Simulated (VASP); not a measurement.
# C (P4/mmm) in VASP: a series of runs, part 2 of 2

VASP 6.6.1. Earlier steps stand in the parts before.

**3. Single point, PBE**

This run uses another cell than the first one, of 24.15 Å³/atom, 1.020 times its volume.

File INCAR:

```
SYSTEM = C
ALGO = Normal
EDIFF = 1E-7
ENCUT = 520
GGA = PE
ISIF = 2
ISMEAR = -1
LASPH = .TRUE.
LCHARG = .FALSE.
LREAL = .FALSE.
LWAVE = .FALSE.
NBANDS = 8
NELM = 60
PREC = Accurate
SIGMA = 0.05
```

File KPOINTS:

```
k-points
0
G
  6 6 20
  0 0 0
```

File POSCAR:

```
C
1.0
    4.3111655004      0.0000000000      0.0000000000
    0.0000000000      4.3111655004      0.0000000000
    0.0000000000      0.0000000000      1.2991641719
C
1
Direct
    0.5000000000      0.5000000000      0.5000000000
```

Potentials or basis: VASP PAW PBE potentials, release 64 (C).

Run with:

```sh
> cat potpaw_PBE.64/C/POTCAR > POTCAR
> mpirun -np 1 vasp_std > vasp.out
```

OUTCAR:

```text
SYSTEM = C
   EDIFF = 1E-7
   ENCUT = 520
   GGA = PE
   ISIF = 2
   ISMEAR = -1
   LASPH = .TRUE.
   LREAL = .FALSE.
   NELM = 60
   PREC = Accurate

 ion  position               nearest neighbor table
   1  0.500  0.500  0.500-

  LATTYP: Found a simple tetragonal cell.
 ALAT       =     4.3111655004
 C/A-ratio  =     0.3013487123

  Lattice vectors:

 A1 = (   4.3111655004,   0.0000000000,   0.0000000000)
 A2 = (   0.0000000000,   4.3111655004,   0.0000000000)
 A3 = (   0.0000000000,   0.0000000000,   1.2991641719)

Analysis of symmetry for initial positions (statically):
=====================================================================
 Subroutine PRICEL returns:
 Original cell was already a primitive cell.

 Routine SETGRP: Setting up the symmetry group for a
 simple tetragonal supercell.

 Subroutine GETGRP returns: Found 16 space group operations
 (whereof 16 operations were pure point group operations)
 out of a pool of 16 trial point group operations.

The static configuration has the point symmetry D_4h.

Analysis of symmetry for dynamics (positions and initial velocities):
=====================================================================
 Subroutine PRICEL returns:
 Original cell was already a primitive cell.

 Routine SETGRP: Setting up the symmetry group for a
 simple tetragonal supercell.

 Subroutine GETGRP returns: Found 16 space group operations
 (whereof 16 operations were pure point group operations)
 out of a pool of 16 trial point group operations.

The dynamic configuration has the point symmetry D_4h.

 Subroutine INISYM returns: Found 16 space group operations
 (whereof 16 operations are pure point group operations),
 and found     1 'primitive' translations

----------------------------------------------------------------------------------------

                                     Primitive cell

  volume of cell :      24.1465

[... 100 lines left out ...]
   EFERMI =   0.00;   METHOD = LEGACY
   ISMEAR =    -1;   SIGMA  =   0.05  broadening in eV -4-tet -1-fermi 0-gaus
   EFERMI_NEDOS =   21; number of points for ismear=-14 and -15
   IALGO  =     38    algorithm
   IMIX   =      4    mixing-type and parameters
     AMIX     =   0.40;   BMIX     =  1.00
     AMIX_MAG =   1.60;   BMIX_MAG =  1.00
  volume/ion in A,a.u.               =      24.15       162.95
  Fermi-wavevector in a.u.,A,eV,Ry     =   0.899105  1.699062 10.998808  0.808390
  Thomas-Fermi vector in A             =   2.021897
   LORBIT       =      0    0 simple, 1 ext, 2 COOP (PROOUT), +10 PAW based schemes
   GGA     = PE    functional components
   LHFCALC =     F    Hartree Fock is set to
   AEXX    =    0.0000 exact exchange contribution
   IVDW    =     0    specifies the selected vdW correction
   LEPSILON=     F    determine dielectric tensor
   LRPA    =     F    only Hartree local field effects (RPA)
 non-spin polarized calculation
  energy-cutoff  :      520.00
  volume of cell :       24.15
 maximum number of plane-waves:       689
   NGX = 17   NGY = 17   NGZ =  5

 number of electron       4.0000000 magnetization

 Free energy of the ion-electron system (eV)
  ---------------------------------------------------
  ext. energy  EPLUGINS =         0.00000000
  ---------------------------------------------------
  free energy    TOTEN  =        -8.19967616 eV

  energy without entropy =       -8.19242730  energy(sigma->0) =       -8.19605173

 E-fermi :  -1.9158     XC(G=0):  -5.8505

 val. band max:       -1.9701953912   @ k =   0.5000   0.3333   0.2500
 cond. band min:      -1.8568332430   @ k =   0.1667   0.0000   0.2500
 fundamental gap:      0.1133621482
 Fermi energy:        -1.9157627337

 k-point     1 :       0.0000    0.0000    0.0000
  band No.  band energies     occupation
      1     -18.0593      2.00000
      2      -6.9079      2.00000
      3      -6.9079      2.00000
      4       1.9126      0.00000
      5       6.2182      0.00000
      6      10.6399      0.00000
      7      10.6399      0.00000
      8      11.6881      0.00000
[... 243 lines left out ...]
 k-point    24 :       0.5000    0.0000    0.1000
  band No.  band energies     occupation
      1     -17.5232      2.00000
      2      -6.4368      2.00000
      3      -6.0396      2.00000
      4       5.1031      0.00000
      5       5.1933      0.00000
      6       9.2745      0.00000
      7      12.1898      0.00000
      8      12.9200      0.00000

 [... further k-points ...]
[... 5 lines left out ...]
  --------------------------------------------------------------------------------------
  -------------------------------------------------------------------------------------
  Total       -0.0610244     -0.0610244     -1.4179793      0.0000000     -0.0000000     -0.0000000
  in kB       -4.0491182     -4.0491182    -94.0864430      0.0000000     -0.0000000     -0.0000000
  external PRESSURE =     -34.0615598 kB  Pullay stress =       0.0000000 kB

 VOLUME and BASIS-vectors are now :
 -----------------------------------------------------------------------------
  energy-cutoff  :      520.00
  volume of cell :       24.15
      direct lattice vectors                 reciprocal lattice vectors
     4.311165500  0.000000000  0.000000000     0.231955837  0.000000000  0.000000000
     0.000000000  4.311165500  0.000000000     0.000000000  0.231955837  0.000000000
     0.000000000  0.000000000  1.299164172     0.000000000  0.000000000  0.769725660

 POSITION                                       TOTAL-FORCE (eV/Angst)
 -----------------------------------------------------------------------------------
      2.15558      2.15558      0.64958         0.000000      0.000000      0.000000
 -----------------------------------------------------------------------------------
    total drift:                                0.000000     -0.000000      0.000000

  FREE ENERGIE OF THE ION-ELECTRON SYSTEM (eV)
  ---------------------------------------------------
  free  energy   TOTEN  =        -8.1996761626 eV

  energy  without entropy=       -8.1924272969  energy(sigma->0) =       -8.19605173
```

stdout:

```text
POSCAR found type information on POSCAR C
 POSCAR found :  1 types and       1 ions
 scaLAPACK will be used
 LDA part: xc-table for (Slater+PW92), standard interpolation
 POSCAR, INCAR and KPOINTS ok, starting setup
 FFT: planning ... GRIDC
 FFT: planning ... GRID_SOFT
 FFT: planning ... GRID
 WAVECAR not read
 entering main loop
```

Wall time 7.5 s (1 thread of Intel Xeon Platinum 8259CL at 2.50GHz (Skylake/Cascade Lake), shared host); peak memory 0.13 GiB.

What came out:

- Free energy: -8.1997 eV
- Pressure: -3.4 GPa
- Band gap on the k mesh: zero (band 2 reaches 6.53 eV, above the bottom of band 3 at -7.21 eV)

**4. Single point, PBE**

This run uses another cell than the first one, of 24.61 Å³/atom, 1.039 times its volume.

File INCAR:

```
  ALGO = Normal
  EDIFF = 1E-6
  ENCUT = 520
  GGA = PE
  ISIF = 2
  ISMEAR = -1
  LASPH = True
  LCHARG = True
  LELF = True
  LREAL = False
  LVHAR = True
  LWAVE = False
  NBANDS = 8
  NELM = 60
  PREC = Accurate
  SIGMA = 0.05
```

File KPOINTS:

```
k-points
0
Gamma
  6 6 20
```

File POSCAR:

```
C
1.0
    4.3386258936      0.0000000000      0.0000000000
    0.0000000000      4.3386258936      0.0000000000
    0.0000000000      0.0000000000      1.3074393261
C
1
Direct
    0.5000000000      0.5000000000      0.5000000000
```

Run with:

```sh
> cat potpaw_PBE.64/C/POTCAR > POTCAR
> mpirun -np 1 vasp_std > vasp.out
```

Run time: 7.8 s. Hardware: 1 thread of Intel Xeon Platinum 8259CL at 2.50GHz (Skylake/Cascade Lake), shared host; peak memory 0.13 GiB.

Results (log left out):

```
Free energy            : -8.1877 eV
Pressure               : -4.9 GPa
Band gap on the k mesh : zero (band 2 reaches 6.17 eV, above the bottom of band 3 at -7.21 eV)
```

Stress tensor (GPa, compression positive):
```
 -0.39   0.00   0.00
  0.00  -0.39   0.00
  0.00   0.00 -14.06
```

Levels at points of the mesh, in eV from the Fermi level:
```csv
k point,band 1,band 2,band 3,band 4,band 5
"(0.00, 0.00, 0.00)",-16.07,-4.92,-4.92,3.85,8.13
"(0.50, 0.00, 0.00)",-16.04,-5.28,-4.89,6.23,6.24
"(0.50, 0.50, 0.00)",-16.01,-5.22,-5.22,5.96,8.65
"(0.00, 0.00, 0.50)",-8.84,7.66,10.59,10.59,22.90
"(0.50, 0.00, 0.50)",-8.84,7.71,10.50,10.60,21.52
"(0.50, 0.50, 0.50)",-8.84,7.76,10.51,10.51,21.84
```

**5. Summary**

| cell | gap on the mesh (eV) | pressure (GPa) |
| --- | --- | --- |
| a = 4.283, b = 4.283, c = 1.291 Å, 1 atom | none | -1.7 |
| a = 4.311, b = 4.311, c = 1.299 Å, 1 atom | none | -3.4 |
| a = 4.339, b = 4.339, c = 1.307 Å, 1 atom | none | -4.9 |

Alike in all rows: task single point; level PBE; potentials or basis VASP PAW PBE potentials, release 64 (C); no spin polarisation; k mesh 6 × 6 × 20; cutoff (eV) 520; smearing fermi-dirac 0.05 eV.

Total energies depend on the potentials used, so only differences within one code and one set of settings carry meaning.
